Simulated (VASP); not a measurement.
# ZnO (P6_3mc) in VASP: vibrations by perturbation theory with PBEsol

Aim: the vibrations by perturbation theory of ZnO with PBEsol.

Program: VASP 6.6.1. These are calculated values, not measurements. Logs are shortened: lines on timing, memory, paths and dates and some standing lists are left out, and cuts for length are marked.

## Step 1: The cell of the first run

It takes space group P6_3mc (No. 186, hexagonal). Conventional cell: a = 3.231 Å, b = 3.231 Å, c = 5.214 Å, α = 90.00°, β = 90.00°, γ = 120.00°. Within 2.6 Å of Zn (site symmetry 3m) lie 4 O at 1.97 to 1.98 Å. Within 2.6 Å of O (site symmetry 3m) lie 4 Zn at 1.97 to 1.98 Å.

## Step 2: Vibrations by perturbation theory, PBEsol

INCAR

```
  ALGO = Normal
  EDIFF = 1E-8
  ENCUT = 520
  GGA = PS
  IBRION = 8
  ISIF = 2
  ISMEAR = 0
  LASPH = T
  LCHARG = F
  LEPSILON = T
  LREAL = F
  LWAVE = F
  NELM = 80
  NSW = 1
  PREC = Accurate
  SIGMA = 0.01
```

KPOINTS

```
k-points
0
Gamma
  6 6 4
```

POSCAR

```
ZnO
1.0
    3.2305167433      0.0000000000      0.0000000000
   -1.6152583716      2.7977095671      0.0000000000
    0.0000000000      0.0000000000      5.2139362521
Zn O
2 2
Direct
    0.6666666667      0.3333333333      0.5006385768
    0.3333333333      0.6666666667      0.0006385768
    0.6666666667      0.3333333333      0.8796714232
    0.3333333333      0.6666666667      0.3796714232
```

Potentials or basis: VASP PAW PBE potentials, release 64 (Zn, O).

Started as:

```sh
cat potpaw_PBE.64/Zn/POTCAR potpaw_PBE.64/O/POTCAR > POTCAR
mpirun -np 1 vasp_std > vasp.out
```

OUTCAR:

```text
EDIFF = 1E-8
   ENCUT = 520
   GGA = PS
   IBRION = 8
   ISIF = 2
   ISMEAR = 0
   LASPH = T
   LEPSILON = T
   LREAL = F
   NELM = 80
   NSW = 1
   PREC = Accurate

 ion  position               nearest neighbor table
   1  0.667  0.333  0.501-   4 1.97   4 1.97   4 1.97   3 1.98
   2  0.333  0.667  0.001-   3 1.97   3 1.97   3 1.97   4 1.98
   3  0.667  0.333  0.880-   2 1.97   2 1.97   2 1.97   1 1.98
   4  0.333  0.667  0.380-   1 1.97   1 1.97   1 1.97   2 1.98

  LATTYP: Found a hexagonal cell.
 ALAT       =     3.2305167433
 C/A-ratio  =     1.6139635440

  Lattice vectors:

 A1 = (   3.2305167433,   0.0000000000,   0.0000000000)
 A2 = (  -1.6152583716,   2.7977095671,   0.0000000000)
 A3 = (   0.0000000000,   0.0000000000,   5.2139362521)

Analysis of symmetry for initial positions (statically):
=====================================================================
 Subroutine PRICEL returns:
 Original cell was already a primitive cell.

 Routine SETGRP: Setting up the symmetry group for a
 hexagonal supercell.

 Subroutine GETGRP returns: Found 12 space group operations
 (whereof  6 operations were pure point group operations)
 out of a pool of 24 trial point group operations.

The static configuration has the point symmetry C_3v.
 The point group associated with its full space group is C_6v.

Analysis of symmetry for dynamics (positions and initial velocities):
=====================================================================
 Subroutine PRICEL returns:
 Original cell was already a primitive cell.

 Routine SETGRP: Setting up the symmetry group for a
 hexagonal supercell.

 Subroutine GETGRP returns: Found 12 space group operations
 (whereof  6 operations were pure point group operations)
 out of a pool of 24 trial point group operations.

The dynamic configuration has the point symmetry C_3v.
 The point group associated with its full space group is C_6v.

 Subroutine INISYM returns: Found 12 space group operations
 (whereof  6 operations are pure point group operations),
 and found     1 'primitive' translations

----------------------------------------------------------------------------------------

                                     Primitive cell

  volume of cell :      47.1238

  direct lattice vectors                    reciprocal lattice vectors
     3.230516743  0.000000000  0.000000000     0.309548001  0.178717622  0.000000000
    -1.615258372  2.797709567  0.000000000     0.000000000  0.357435243  0.000000000
     0.000000000  0.000000000  5.213936252     0.000000000  0.000000000  0.191793676

  length of vectors
     3.230516743  3.230516743  5.213936252     0.357435243  0.357435243  0.191793676

  position of ions in fractional coordinates (direct lattice)
     0.666666667  0.333333333  0.500638577
     0.333333333  0.666666667  0.000638577
     0.666666667  0.333333333  0.879671423
     0.333333333  0.666666667  0.379671423

  ion indices of the primitive-cell ions
   primitive index   ion index
                 1           1
                 2           2
                 3           3
                 4           4

----------------------------------------------------------------------------------------

 KPOINTS: k-points

Automatic generation of k-mesh.
 Grid dimensions read from file:
 generate k-points for:    6    6    4

 Generating k-lattice:

  Cartesian coordinates                     Fractional coordinates (reciprocal lattice)
     0.051591333  0.029786270  0.000000000     0.166666667  0.000000000  0.000000000
     0.000000000  0.059572541  0.000000000     0.000000000  0.166666667  0.000000000
     0.000000000  0.000000000  0.047948419     0.000000000  0.000000000  0.250000000

  Length of vectors
     0.059572541  0.059572541  0.047948419

[... 665 lines left out ...]
  free energy    TOTEN  =        -1.20326738 eV

  energy without entropy =       -1.20326738

------------------------ aborting loop because EDIFF is reached ----------------------------------------

--------------------------------------- Ionic step        2  -------------------------------------------

------------------------ aborting loop because EDIFF is reached ----------------------------------------

--------------------------------------- Ionic step        3  -------------------------------------------

------------------------ aborting loop because EDIFF is reached ----------------------------------------

 PIEZOELECTRIC TENSOR FIELD DIRECTION 3  (e Angst)
 -----------------------------------------------------------------------------
     1.19210  0.00000 -0.00000           (  0.05365  0.00000 -0.00000)
     0.00000  1.19210  0.00000           (  0.00000  0.05365  0.00000)
     0.00000 -0.00000 -2.42763           ( -0.00000  0.00000 -0.10506)

 PIEZOELECTRIC TENSOR FIELD DIRECTION 3  (C/m^2)
 -----------------------------------------------------------------------------
     0.40531  0.00000 -0.00000
     0.00000  0.40531  0.00000
     0.00000 -0.00000 -0.82538

[... ionic steps 4 to 9 ...]

--------------------------------------- Ionic step       10  -------------------------------------------

------------------------ aborting loop because EDIFF is reached ----------------------------------------

[... ionic steps 11 to 11 ...]

--------------------------------------- Ionic step       12  -------------------------------------------

 Free energy of the ion-electron system (eV)
  ---------------------------------------------------
  ---------------------------------------------------
  free energy    TOTEN  =        -0.37599245 eV

  energy without entropy =       -0.37599245

------------------------ aborting loop because EDIFF is reached ----------------------------------------

 INTERNAL STRAIN TENSOR  FOR ION    3  DIRECTION 3   (eV/Angst):
 -----------------------------------------------------------------------------
     4.69170  0.00000 -0.00000
     0.00000  4.69170  0.00000
    -0.00000 -0.00000 -9.21262

 MACROSCOPIC STATIC DIELECTRIC TENSOR (including local field effects in DFT)
 ------------------------------------------------------
           9.953213     0.000000    -0.000000
           0.000000     9.953213     0.000000
           0.000000    -0.000000     8.571513
 ------------------------------------------------------

 PIEZOELECTRIC TENSOR (including local field effects)  for field in x, y, z        (e  Angst)
          XX          YY          ZZ          XY          YZ          ZX
  --------------------------------------------------------------------------------
  x     0.00000     0.00000     0.00000     0.00000     0.00000     1.31158
  y     0.00000     0.00000    -0.00000    -0.00000     1.31158     0.00000
  z     1.19210     1.19210    -2.42763     0.00000     0.00000     0.00000

 PIEZOELECTRIC TENSOR (including local field effects)  for field in x, y, z        (C/m^2)
          XX          YY          ZZ          XY          YZ          ZX
  --------------------------------------------------------------------------------
  x     0.00000     0.00000     0.00000     0.00000     0.00000     0.44593
  y     0.00000     0.00000    -0.00000    -0.00000     0.44593     0.00000
  z     0.40531     0.40531    -0.82538     0.00000     0.00000     0.00000

 BORN EFFECTIVE CHARGES (including local field effects) (in |e|, cummulative output)
 ---------------------------------------------------------------------------------
 ion    1
    1     2.26143     0.00000     0.00000
    2     0.00000     2.26143     0.00000
    3    -0.00000     0.00000     2.26312
 ion    2
    1     2.26143     0.00000     0.00000
    2     0.00000     2.26143    -0.00000
    3     0.00000     0.00000     2.26312
 ion    3
    1    -2.26143    -0.00000     0.00000
    2    -0.00000    -2.26143    -0.00000
    3     0.00000     0.00000    -2.26312
 ion    4
    1    -2.26143    -0.00000    -0.00000
    2    -0.00000    -2.26143     0.00000
    3    -0.00000    -0.00000    -2.26312

 INTERNAL STRAIN TENSOR FOR ION    4 for displacements in x,y,z  (eV/Angst):
          X           Y           Z          XY          YZ          ZX
  --------------------------------------------------------------------------------
  x    -0.00000     0.00000     0.00000    -8.33003     0.00000     4.53559
  y    -8.33003     8.33003     0.00000     0.00000     4.82461     0.00000
  z     4.69170     4.69170    -9.21262     0.00000    -0.00000     0.00000

 SECOND DERIVATIVES (NOT SYMMETRIZED)
 ------------------------------------
               1X          1Y          1Z          2X          2Y          2Z          3X          3Y          3Z          4X          4Y          4Z
  1X    -7.763721   -0.000000   -0.000000    0.334020    0.000000   -0.000000    0.002092    0.000000    0.000000    7.427610    0.000000   -0.000000
  1Y    -0.000000   -7.763721   -0.000000    0.000000    0.334020    0.000000    0.000000    0.002092    0.000000    0.000000    7.427610    0.000000
  1Z     0.000000    0.000000  -11.401029    0.000000    0.000000    4.802214    0.000000    0.000000    5.078997    0.000000    0.000000    1.519818
  2X     0.334020    0.000000    0.000000   -7.763721   -0.000000    0.000000    7.427610    0.000000    0.000000    0.002092    0.000000    0.000000
  2Y     0.000000    0.334020   -0.000000   -0.000000   -7.763721    0.000000    0.000000    7.427610    0.000000    0.000000    0.002092   -0.000000
  2Z    -0.000000    0.000000    4.802214    0.000000    0.000000  -11.401029    0.000000    0.000000    1.519818    0.000000    0.000000    5.078997
  3X    -0.005367   -0.000000    0.000000    7.424126    0.000000    0.000000   -8.378451   -0.000000   -0.000000    0.959692    0.000000   -0.000000
  3Y    -0.000000   -0.005367   -0.000000    0.000000    7.424126    0.000000   -0.000000   -8.378451   -0.000000    0.000000    0.959692    0.000000
  3Z    -0.000000   -0.000000    5.168857    0.000000    0.000000    1.528749    0.000000    0.000000  -11.686814    0.000000   -0.000000    4.989208
  4X     7.424126    0.000000   -0.000000   -0.005367   -0.000000    0.000000    0.959692    0.000000   -0.000000   -8.378451   -0.000000    0.000000
  4Y     0.000000    7.424126    0.000000   -0.000000   -0.005367   -0.000000    0.000000    0.959692    0.000000   -0.000000   -8.378451    0.000000
  4Z     0.000000   -0.000000    1.528749    0.000000    0.000000    5.168857   -0.000000    0.000000    4.989208    0.000000    0.000000  -11.686814

 Eigenvectors and eigenvalues of the dynamical matrix
 ----------------------------------------------------

   1 f  =   16.076827 THz   101.013682 2PiTHz  536.265219 cm-1    66.488383 meV
             X         Y         Z           dx          dy          dz
      1.615258  0.932570  2.610298     0.000000    0.000000    0.096275
     -0.000000  1.865140  0.003329    -0.000000   -0.000000   -0.096275
      1.615258  0.932570  4.586551     0.000000    0.000000   -0.700522
     -0.000000  1.865140  1.979583    -0.000000   -0.000000    0.700522
[... 71 lines left out ...]
  12 f/i=    0.033122 THz     0.208113 2PiTHz    1.104840 cm-1     0.136983 meV
             X         Y         Z           dx          dy          dz
      1.615258  0.932570  2.610298     0.000000   -0.000000    0.634723
     -0.000000  1.865140  0.003329     0.000000   -0.000000    0.634723
      1.615258  0.932570  4.586551     0.000000   -0.000000    0.311651
     -0.000000  1.865140  1.979583     0.000000   -0.000000    0.311651

--------------------------------------------------------------------------------------------------------

 MACROSCOPIC STATIC DIELECTRIC TENSOR IONIC CONTRIBUTION
 ------------------------------------------------------
           5.290199     0.000000     0.000000
           0.000000     5.290199     0.000000
           0.000000     0.000000     5.916346
 ------------------------------------------------------

 ELASTIC MODULI CONTR FROM IONIC RELAXATION (kBar)
 Direction    XX          YY          ZZ          XY          YZ          ZX
 --------------------------------------------------------------------------------
 XX        -738.7835    288.7860    441.5763     -0.0000     -0.0000     -0.0000
 YY         288.7860   -738.7835    441.5763     -0.0000      0.0000      0.0000
 ZZ         441.5763    441.5763   -866.6253      0.0000      0.0000      0.0000
 XY          -0.0000     -0.0000      0.0000   -513.7847     -0.0000      0.0000
 YZ          -0.0000     -0.0000      0.0000     -0.0000   -196.9609     -0.0000
 ZX          -0.0000      0.0000      0.0000      0.0000     -0.0000   -191.4149
 --------------------------------------------------------------------------------

 PIEZOELECTRIC TENSOR IONIC CONTR  for field in x, y, z        (C/m^2)
          XX          YY          ZZ          XY          YZ          ZX
  --------------------------------------------------------------------------------
  x    -0.00000     0.00000     0.00000     0.00000    -0.00000    -0.94688
  y    -0.00000     0.00000     0.00000    -0.00000    -0.96050    -0.00000
  z    -1.08565    -1.08565     2.13066    -0.00000    -0.00000    -0.00000
```

It took 7.8 min on 1 thread of Intel Xeon Platinum 8259CL at 2.50GHz (Skylake/Cascade Lake), shared host; peak memory 0.34 GiB.

What came out:

```
Electronic dielectric tensor (diagonal)                 : 9.95, 9.95, 8.57
Born charges (mean of the diagonal)                     : Zn +2.26; O -2.26 e
Highest phonon frequency at Γ, LO-TO splitting left out : 536 cm⁻¹
```

Phonon frequencies in cm⁻¹ (negative: imaginary):
```tsv
q point	frequencies
(0.000, 0.000, 0.000)	-1 0 0 88 88 251 376 396 396 430 430 536
```

Electronic dielectric tensor:
```
9.95 0.00 0.00
0.00 9.95 0.00
0.00 0.00 8.57
```

Born effective charge tensors (e):
atom 1, Zn
```
2.26 0.00 0.00
0.00 2.26 0.00
0.00 0.00 2.26
```
atom 2, Zn
```
2.26 0.00 0.00
0.00 2.26 0.00
0.00 0.00 2.26
```
atom 3, O
```
-2.26  0.00  0.00
 0.00 -2.26  0.00
 0.00  0.00 -2.26
```
atom 4, O
```
-2.26  0.00  0.00
 0.00 -2.26  0.00
 0.00  0.00 -2.26
```

Caveat: the k points lie up to 0.37 Å⁻¹ apart.
